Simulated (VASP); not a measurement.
Here is a VASP 6.6.1 calculation.

File INCAR:

```
SYSTEM = Pd
PREC = Accurate
ENCUT = 520
EDIFF = 1E-6
ISMEAR = 0
SIGMA = 0.15
LREAL = .FALSE.
LASPH = .TRUE.
NELM = 100
ALGO = Normal
ISIF = 2
LWAVE = .FALSE.
LCHARG = .TRUE.
GGA = PE
LELF = .TRUE.
LVHAR = .TRUE.
NBANDS = 11
```

Contents of KPOINTS:

```
regular mesh
0
G
  20 20 20
  0 0 0
```

Contents of POSCAR:

```
Pd
1.0
    0.0000000000      1.8476550000      1.9935225000
    1.8476550000      0.0000000000      1.9935225000
    1.8476550000      1.8476550000      0.0000000000
Pd
1
Direct
    0.0000000000      0.0000000000      0.0000000000
```

Potentials or basis: VASP PAW PBE potentials, release 64 (Pd).

Run with:

```console
$ cat potpaw_PBE.64/Pd/POTCAR > POTCAR
$ mpirun -np 1 vasp_std > vasp.out
```

Problem. What does it give for the pressure?

Solution. 27.7 GPa.

Problem. Predict the band gap on the k mesh.

Solution. Zero (band 5 reaches 11.87 eV, above the bottom of band 6 at 9.77 eV).

Stress tensor (GPa, compression positive):
```
30.24  0.00  0.00
 0.00 30.24  0.00
 0.00  0.00 22.57
```

Caveat: the cell differs from its parent crystal (strain -0.050 along x and y, +0.025 along z).
